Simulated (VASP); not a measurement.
# AgAu3 (Pm-3m) in VASP: a series of runs

Runs on AgAu3. Level: LDA. Tasks: relaxation of cell and atoms.

Everything below comes from runs of VASP 6.6.1. Logs are shortened: lines on timing, memory, paths and dates and some standing lists are left out, and cuts for length are marked.

## 1. The cell of the first run

The structure is cubic, space group Pm-3m (No. 221). Conventional cell: a = 4.033 Å, b = 4.033 Å, c = 4.033 Å, α = 90.00°, β = 90.00°, γ = 90.00°. Au (site symmetry 4/mmm) has 8 Au at 2.85 Å and 4 Ag at 2.85 Å within 3.8 Å. Ag (site symmetry m-3m) has 12 Au at 2.85 Å within 3.8 Å.

## 2. Relaxation of cell and atoms, LDA

INCAR

```
SYSTEM = AgAu3
ALGO = Normal
EDIFF = 1E-6
EDIFFG = -0.03
ENCUT = 600
GGA = CA
IBRION = 2
ISIF = 3
ISMEAR = 1
LASPH = .True.
LCHARG = .False.
LREAL = .False.
LWAVE = .False.
NELM = 60
NSW = 50
PREC = Accurate
SIGMA = 0.1
```

KPOINTS

```
k-points
0
Gamma
  6 6 6
  0 0 0
```

POSCAR

```
AgAu3
1.0
    4.0334933882      0.0000000000      0.0000000000
    0.0000000000      4.0334933882      0.0000000000
    0.0000000000      0.0000000000      4.0334933882
Au Ag
3 1
Direct
    0.0000000000      0.0000000000      0.0000000000
    0.0000000000      0.5000000000      0.5000000000
    0.5000000000      0.0000000000      0.5000000000
    0.5000000000      0.5000000000      0.0000000000
```

Potentials or basis: VASP PAW LDA potentials, release 64 (Au, Ag).

Run with:

```bash
> cat potpaw_LDA.64/Au/POTCAR potpaw_LDA.64/Ag/POTCAR > POTCAR
> mpirun -np 1 vasp_std > vasp.out
```

OUTCAR:

```text
SYSTEM = AgAu3
   EDIFF = 1E-6
   EDIFFG = -0.03
   ENCUT = 600
   GGA = CA
   IBRION = 2
   ISIF = 3
   ISMEAR = 1
   LASPH = .True.
   LREAL = .False.
   NELM = 60
   NSW = 50
   PREC = Accurate

 ion  position               nearest neighbor table
   1  0.000  0.000  0.000-   2 2.85   3 2.85   4 2.85   2 2.85   3 2.85   2 2.85   4 2.85   2 2.85
                             3 2.85   4 2.85   3 2.85   4 2.85
   2  0.000  0.500  0.500-   1 2.85   3 2.85   4 2.85   1 2.85   4 2.85   1 2.85   3 2.85   1 2.85
                             3 2.85   4 2.85   4 2.85   3 2.85
   3  0.500  0.000  0.500-   1 2.85   2 2.85   4 2.85   1 2.85   4 2.85   2 2.85   4 2.85   4 2.85
                             1 2.85   2 2.85   1 2.85   2 2.85
   4  0.500  0.500  0.000-   1 2.85   2 2.85   3 2.85   2 2.85   3 2.85   1 2.85   3 2.85   3 2.85
                             1 2.85   2 2.85   2 2.85   1 2.85

  LATTYP: Found a simple cubic cell.
 ALAT       =     4.0334933882

  Lattice vectors:

 A1 = (   4.0334933882,   0.0000000000,   0.0000000000)
 A2 = (   0.0000000000,   4.0334933882,   0.0000000000)
 A3 = (   0.0000000000,   0.0000000000,   4.0334933882)

Analysis of symmetry for initial positions (statically):
=====================================================================
 Subroutine PRICEL returns:
 Original cell was already a primitive cell.

 Routine SETGRP: Setting up the symmetry group for a
 simple cubic supercell.

 Subroutine GETGRP returns: Found 48 space group operations
 (whereof 16 operations were pure point group operations)
 out of a pool of 48 trial point group operations.

The static configuration has the point symmetry D_4h.
 The point group associated with its full space group is O_h .

Analysis of symmetry for dynamics (positions and initial velocities):
=====================================================================
 Subroutine PRICEL returns:
 Original cell was already a primitive cell.

 Routine SETGRP: Setting up the symmetry group for a
 simple cubic supercell.

 Subroutine GETGRP returns: Found 48 space group operations
 (whereof 16 operations were pure point group operations)
 out of a pool of 48 trial point group operations.

The dynamic configuration has the point symmetry D_4h.
 The point group associated with its full space group is O_h .

 Subroutine INISYM returns: Found 48 space group operations
 (whereof 16 operations are pure point group operations),
 and found     1 'primitive' translations

----------------------------------------------------------------------------------------

                                     Primitive cell

  volume of cell :      65.6212

  direct lattice vectors                    reciprocal lattice vectors
     4.033493388  0.000000000  0.000000000     0.247924046  0.000000000  0.000000000
     0.000000000  4.033493388  0.000000000     0.000000000  0.247924046  0.000000000
     0.000000000  0.000000000  4.033493388     0.000000000  0.000000000  0.247924046

  length of vectors
     4.033493388  4.033493388  4.033493388     0.247924046  0.247924046  0.247924046

  position of ions in fractional coordinates (direct lattice)
     0.000000000  0.000000000  0.000000000
     0.000000000  0.500000000  0.500000000
     0.500000000  0.000000000  0.500000000
     0.500000000  0.500000000  0.000000000

  ion indices of the primitive-cell ions
   primitive index   ion index
                 1           1
                 2           2
                 3           3
                 4           4

----------------------------------------------------------------------------------------

 KPOINTS: k-points

Automatic generation of k-mesh.
 Grid dimensions read from file:
 generate k-points for:    6    6    6

 Generating k-lattice:

  Cartesian coordinates                     Fractional coordinates (reciprocal lattice)
     0.041320674  0.000000000  0.000000000     0.166666667  0.000000000  0.000000000
     0.000000000  0.041320674  0.000000000     0.000000000  0.166666667  0.000000000
     0.000000000  0.000000000  0.041320674     0.000000000  0.000000000  0.166666667

  Length of vectors
     0.041320674  0.041320674  0.041320674

  Shift w.r.t. Gamma in fractional coordinates (k-lattice)
     0.000000000  0.000000000  0.000000000

 Subroutine IBZKPT returns following result:
 ===========================================

 Found     20 irreducible k-points:

 Following reciprocal coordinates:
            Coordinates               Weight
  0.000000  0.000000  0.000000      1.000000
  0.166667  0.000000  0.000000      6.000000
  0.333333  0.000000  0.000000      6.000000
  0.500000  0.000000  0.000000      3.000000
  0.166667  0.166667  0.000000     12.000000
  0.333333  0.166667  0.000000     24.000000
[... 12 lines left out ...]
  0.500000  0.500000  0.333333      6.000000
  0.500000  0.500000  0.500000      1.000000
   k-points           NKPTS =     20   k-points in BZ     NKDIM =     20   number of bands    NBANDS=     26
   number of dos      NEDOS =    301   number of ions     NIONS =      4
   total plane-waves  NPLWV =  32768
   dimension x,y,z NGX =    32 NGY =   32 NGZ =   32
   dimension x,y,z NGXF=    64 NGYF=   64 NGZF=   64
   ions per type =               3   1
   NGX,Y,Z   is equivalent  to a cutoff of  13.19, 13.19, 13.19 a.u.
   NGXF,Y,Z  is equivalent  to a cutoff of  26.38, 26.38, 26.38 a.u.
 SYSTEM =  AgAu3
   PREC   = accura    normal or accurate (medium, high low for compatibility)
   ISTART =      0    job   : 0-new  1-cont  2-samecut
   ICHARG =      2    charge: 1-file 2-atom 10-const
   ISPIN  =      1    spin polarized calculation?
   LNONCOLLINEAR =      F non collinear calculations
   LSORBIT =      F    spin-orbit coupling
   LASPH  =      T    aspherical Exc in radial PAW
   ENCUT  =  600.0 eV  44.10 Ry    6.64 a.u.   8.06  8.06  8.06*2*pi/ulx,y,z
   NELM   =     60;   NELMIN=  2; NELMDL= -5     # of ELM steps
   EDIFF  = 0.1E-05   stopping-criterion for ELM
   LREAL  =      F    real-space projection
   EDIFFG = -.3E-01   stopping-criterion for IOM
   NSW    =     50    number of steps for IOM
   IBRION =      2    ionic relax: 0-MD 1-quasi-New 2-CG
   NFREE  =      1    steps in history (QN), initial steepest desc. (CG)
   ISIF   =      3    stress and relaxation
   ISYM   =      2    0-nonsym 1-usesym 2-fastsym
   POTIM  = 0.5000    time-step for ionic-motion
   TEBEG  =    0.0;   TEEND  =   0.0 temperature during run
   PSTRESS=    0.0 pullay stress
   NELECT =      44.0000    total number of electrons
   NUPDOWN=      -1.0000    fix difference up-down
   EMIN   =  10.00;   EMAX   =-10.00  energy-range for DOS
   EFERMI =   0.00;   METHOD = LEGACY
   ISMEAR =     1;   SIGMA  =   0.10  broadening in eV -4-tet -1-fermi 0-gaus
   EFERMI_NEDOS =   21; number of points for ismear=-14 and -15
   IALGO  =     38    algorithm
   IMIX   =      4    mixing-type and parameters
     AMIX     =   0.40;   BMIX     =  1.00
     AMIX_MAG =   1.60;   BMIX_MAG =  1.00
  volume/ion in A,a.u.               =      16.41       110.71
  Fermi-wavevector in a.u.,A,eV,Ry     =   1.432884  2.707758 27.934892  2.053157
  Thomas-Fermi vector in A             =   2.552463
   LORBIT       =      0    0 simple, 1 ext, 2 COOP (PROOUT), +10 PAW based schemes
   GGA     = CA    functional components
   LHFCALC =     F    Hartree Fock is set to
   AEXX    =    0.0000 exact exchange contribution
   IVDW    =     0    specifies the selected vdW correction
   LEPSILON=     F    determine dielectric tensor
   LRPA    =     F    only Hartree local field effects (RPA)
 conjugate gradient relaxation of ions
 non-spin polarized calculation
 Methfessel and Paxton  Order N= 1 SIGMA  =   0.10
  energy-cutoff  :      600.00
  volume of cell :       65.62
 maximum number of plane-waves:      2272
   NGX = 17   NGY = 17   NGZ = 17

--------------------------------------- Ionic step        1  -------------------------------------------

 number of electron      44.0000011 magnetization

 Free energy of the ion-electron system (eV)
  ---------------------------------------------------
  ext. energy  EPLUGINS =         0.00000000
  ---------------------------------------------------
  free energy    TOTEN  =       -17.27005074 eV

  energy without entropy =      -17.26716210  energy(sigma->0) =      -17.26908786

------------------------ aborting loop because EDIFF is reached ----------------------------------------

  FORCE on cell =-STRESS in cart. coord.  units (eV):
  Direction    XX          YY          ZZ          XY          YZ          ZX
  --------------------------------------------------------------------------------------
  -------------------------------------------------------------------------------------
  Total        0.1762652      0.1762652      0.1762652     -0.0000000     -0.0000000      0.0000000
  in kB        4.3036121      4.3036121      4.3036121     -0.0000000     -0.0000000      0.0000000
  external PRESSURE =       4.3036121 kB  Pullay stress =       0.0000000 kB

 VOLUME and BASIS-vectors are now :
 -----------------------------------------------------------------------------
  energy-cutoff  :      600.00
  volume of cell :       65.62
      direct lattice vectors                 reciprocal lattice vectors
     4.033493388  0.000000000  0.000000000     0.247924046  0.000000000  0.000000000
     0.000000000  4.033493388  0.000000000     0.000000000  0.247924046  0.000000000
     0.000000000  0.000000000  4.033493388     0.000000000  0.000000000  0.247924046
[... 39 lines left out ...]
 POSITION                                       TOTAL-FORCE (eV/Angst)
 -----------------------------------------------------------------------------------
      0.00000      0.00000      0.00000        -0.000000     -0.000000      0.000000
     -0.00000      2.02103      2.02103        -0.000000      0.000000      0.000000
      2.02103     -0.00000      2.02103         0.000000      0.000000      0.000000
      2.02103      2.02103      0.00000         0.000000     -0.000000      0.000000
 -----------------------------------------------------------------------------------
    total drift:                                0.000000     -0.000000     -0.000000

  FREE ENERGIE OF THE ION-ELECTRON SYSTEM (eV)
  ---------------------------------------------------
  free  energy   TOTEN  =       -17.2697434915 eV

  energy  without entropy=      -17.2668731229  energy(sigma->0) =      -17.26878670

--------------------------------------- Ionic step        3  -------------------------------------------

 number of electron      44.0000009 magnetization

 Free energy of the ion-electron system (eV)
  ---------------------------------------------------
  ext. energy  EPLUGINS =         0.00000000
  ---------------------------------------------------
  free energy    TOTEN  =       -17.27028816 eV

  energy without entropy =      -17.26740605  energy(sigma->0) =      -17.26932746

 E-fermi :   9.5508     XC(G=0): -13.0944

 val. band max:        9.5366425847   @ k =   0.3333   0.3333   0.0000
 cond. band min:       9.6920015444   @ k =   0.3333   0.3333   0.1667
 fundamental gap:      0.1553589597
 Fermi energy:         9.5507539765

 k-point     1 :       0.0000    0.0000    0.0000
  band No.  band energies     occupation
      1      -0.2318      2.00000
      2       2.3252      2.00000
      3       2.3994      2.00000
      4       2.3994      2.00000
      5       2.6440      2.00000
      6       2.6440      2.00000
[... 18 lines left out ...]
     25      15.3437      0.00000
     26      15.3437      0.00000
[... 571 lines left out ...]
 POSITION                                       TOTAL-FORCE (eV/Angst)
 -----------------------------------------------------------------------------------
      0.00000      0.00000      0.00000        -0.000000     -0.000000      0.000000
     -0.00000      2.01851      2.01851        -0.000000      0.000000      0.000000
      2.01851     -0.00000      2.01851        -0.000000      0.000000      0.000000
      2.01851      2.01851      0.00000         0.000000     -0.000000      0.000000
 -----------------------------------------------------------------------------------
    total drift:                                0.000000     -0.000000     -0.000000

  FREE ENERGIE OF THE ION-ELECTRON SYSTEM (eV)
  ---------------------------------------------------
  free  energy   TOTEN  =       -17.2702881647 eV

  energy  without entropy=      -17.2674060525  energy(sigma->0) =      -17.26932746

 reached required accuracy - stopping structural energy minimisation
```

Run time: 62 s. Hardware: 1 thread of Intel Xeon Platinum 8259CL at 2.50GHz (Skylake/Cascade Lake), shared host; peak memory 0.19 GiB.

Results:

```
Free energy                            : -17.2703 eV
Relaxed volume                         : 16.45 Å³/atom
Relaxed cell                           : a = 4.037 Å, b = 4.037 Å, c = 4.037 Å, α = 90.00°, β = 90.00°, γ = 90.00°
Space group after relaxing (to 0.05 Å) : Pm-3m (No. 221)
Energy gained by relaxing              : 0.1 meV/atom
Ionic steps                            : 3
Pressure after relaxing                : 0.0 GPa
Band gap on the k mesh                 : zero (band 22 reaches 10.69 eV, above the bottom of band 23 at 8.61 eV)
```

The path:
```tsv
step	energy change (eV)	largest force (eV/Å)	pressure (GPa)	volume (Å³)
1	0.0000	0.0000	0.43	65.62
2	0.0003	0.0000	-0.72	66.04
3	-0.0002	0.0000	0.00	65.79
```

Final structure:
```xyz
4
Lattice="4.0370 0.0000 0.0000 0.0000 4.0370 0.0000 0.0000 0.0000 4.0370" Properties=species:S:1:pos:R:3 pbc="T T T"
Au    0.0000    0.0000    0.0000
Au    0.0000    2.0185    2.0185
Au    2.0185    0.0000    2.0185
Ag    2.0185    2.0185    0.0000
```

Caveat: spin-orbit coupling is left out, which moves the levels of the heavy elements.

## 3. Relaxation of cell and atoms, LDA

This run uses another cell than the first one, of 16.92 Å³/atom, 1.031 times its volume.

INCAR

```
SYSTEM = AgAu3
PREC = Accurate
ENCUT = 600
EDIFF = 1E-6
ISMEAR = 1
SIGMA = 0.1
LREAL = .FALSE.
LASPH = .TRUE.
NELM = 60
ALGO = Normal
ISIF = 3
LWAVE = .FALSE.
LCHARG = .FALSE.
GGA = CA
IBRION = 2
NSW = 50
EDIFFG = -0.03
```

KPOINTS

```
regular mesh
0
G
  6 6 6
  0 0 0
```

POSCAR

```
AgAu3
1.0
    4.0750000000      0.0000000000      0.0000000000
    0.0000000000      4.0750000000      0.0000000000
    0.0000000000      0.0000000000      4.0750000000
Au Ag
3 1
Direct
    0.0000000000      0.0000000000      0.0000000000
    0.0000000000      0.5000000000      0.5000000000
    0.5000000000      0.0000000000      0.5000000000
    0.5000000000      0.5000000000      0.0000000000
```

Potentials or basis: VASP PAW LDA potentials, release 64 (Au, Ag).

Run with:

```bash
> cat potpaw_LDA.64/Au/POTCAR potpaw_LDA.64/Ag/POTCAR > POTCAR
> mpirun -np 1 vasp_std > vasp.out
```

OUTCAR:

```text
SYSTEM = AgAu3
   PREC = Accurate
   ENCUT = 600
   EDIFF = 1E-6
   ISMEAR = 1
   LREAL = .FALSE.
   LASPH = .TRUE.
   NELM = 60
   ISIF = 3
   GGA = CA
   IBRION = 2
   NSW = 50
   EDIFFG = -0.03

 ion  position               nearest neighbor table
   1  0.000  0.000  0.000-   2 2.88   3 2.88   4 2.88   2 2.88   3 2.88   2 2.88   4 2.88   2 2.88
                             3 2.88   4 2.88   3 2.88   4 2.88
   2  0.000  0.500  0.500-   1 2.88   3 2.88   4 2.88   1 2.88   4 2.88   1 2.88   3 2.88   1 2.88
                             3 2.88   4 2.88   4 2.88   3 2.88
   3  0.500  0.000  0.500-   1 2.88   2 2.88   4 2.88   1 2.88   4 2.88   2 2.88   4 2.88   4 2.88
                             1 2.88   2 2.88   1 2.88   2 2.88
   4  0.500  0.500  0.000-   1 2.88   2 2.88   3 2.88   2 2.88   3 2.88   1 2.88   3 2.88   3 2.88
                             1 2.88   2 2.88   2 2.88   1 2.88

  LATTYP: Found a simple cubic cell.
 ALAT       =     4.0750000000

  Lattice vectors:

 A1 = (   4.0750000000,   0.0000000000,   0.0000000000)
 A2 = (   0.0000000000,   4.0750000000,   0.0000000000)
[... 226 lines left out ...]
 k-point     1 :       0.0000    0.0000    0.0000
  band No.  band energies     occupation
      1       0.0782      2.00000
      2       2.6638      2.00000
      3       2.7603      2.00000
      4       2.7603      2.00000
      5       3.0192      2.00000
      6       3.0192      2.00000
[... 606 lines left out ...]
--------------------------------------- Ionic step        3  -------------------------------------------

 number of electron      44.0000001 magnetization

 Free energy of the ion-electron system (eV)
  ---------------------------------------------------
  ext. energy  EPLUGINS =         0.00000000
  ---------------------------------------------------
  free energy    TOTEN  =       -17.27082182 eV

  energy without entropy =      -17.26794062  energy(sigma->0) =      -17.26986142

 E-fermi :   9.5441     XC(G=0): -13.0921

 val. band max:        9.5298544985   @ k =   0.3333   0.3333   0.0000
 cond. band min:       9.6852593627   @ k =   0.3333   0.3333   0.1667
 fundamental gap:      0.1554048642
 Fermi energy:         9.5441402235

 k-point     1 :       0.0000    0.0000    0.0000
  band No.  band energies     occupation
      1      -0.2343      2.00000
      2       2.3225      2.00000
      3       2.3963      2.00000
      4       2.3963      2.00000
      5       2.6409      2.00000
      6       2.6409      2.00000
[... 600 lines left out ...]
  FREE ENERGIE OF THE ION-ELECTRON SYSTEM (eV)
  ---------------------------------------------------
  free  energy   TOTEN  =       -17.2708218170 eV

  energy  without entropy=      -17.2679406176  energy(sigma->0) =      -17.26986142

 reached required accuracy - stopping structural energy minimisation
```

Run time: 74 s. Hardware: 1 thread of Intel Xeon Platinum 8259CL at 2.50GHz (Skylake/Cascade Lake), shared host; peak memory 0.19 GiB.

Results:

```yaml
Free_energy: -17.2708 eV
Relaxed_volume: 16.45 Å³/atom
Relaxed_cell: a = 4.038 Å, b = 4.038 Å, c = 4.038 Å, α = 90.00°, β = 90.00°, γ = 90.00°
Space_group_after_relaxing_to_0.05_Å: Pm-3m (No. 221)
Energy_gained_by_relaxing: 7.1 meV/atom
Ionic_steps: 3
Pressure_after_relaxing: -0.1 GPa
Band_gap_on_the_k_mesh: zero (band 22 reaches 10.69 eV, above the bottom of band 23 at 8.61 eV)
```

Step by step:
| step | energy change (eV) | largest force (eV/Å) | pressure (GPa) | volume (Å³) |
| --- | --- | --- | --- | --- |
| 1 | 0.0000 | 0.0000 | -4.71 | 67.67 |
| 2 | 0.0502 | 0.0000 | 9.16 | 62.91 |
| 3 | -0.0283 | 0.0000 | -0.07 | 65.82 |

Final structure:
```xyz
4
Lattice="4.0375 0.0000 0.0000 0.0000 4.0375 0.0000 0.0000 0.0000 4.0375" Properties=species:S:1:pos:R:3 pbc="T T T"
Au    0.0000    0.0000    0.0000
Au    0.0000    2.0188    2.0188
Au    2.0188    0.0000    2.0188
Ag    2.0188    2.0188    0.0000
```

Levels at points of the mesh, in eV from the Fermi level:
| k point | band 20 | band 21 | band 22 | band 23 | band 24 | band 25 |
| --- | --- | --- | --- | --- | --- | --- |
| (0.00, 0.00, 0.00) | -1.62 | -1.62 | 1.06 | 1.06 | 1.06 | 5.79 |
| (0.50, 0.00, 0.00) | -2.64 | -2.16 | -1.62 | 5.00 | 5.92 | 6.08 |
| (0.50, 0.50, 0.00) | -3.21 | -0.92 | -0.19 | -0.19 | -0.02 | 8.65 |
| (0.50, 0.50, 0.50) | -1.96 | -1.09 | -0.94 | -0.94 | -0.94 | 2.95 |

Caveat: spin-orbit coupling is left out, which moves the levels of the heavy elements.
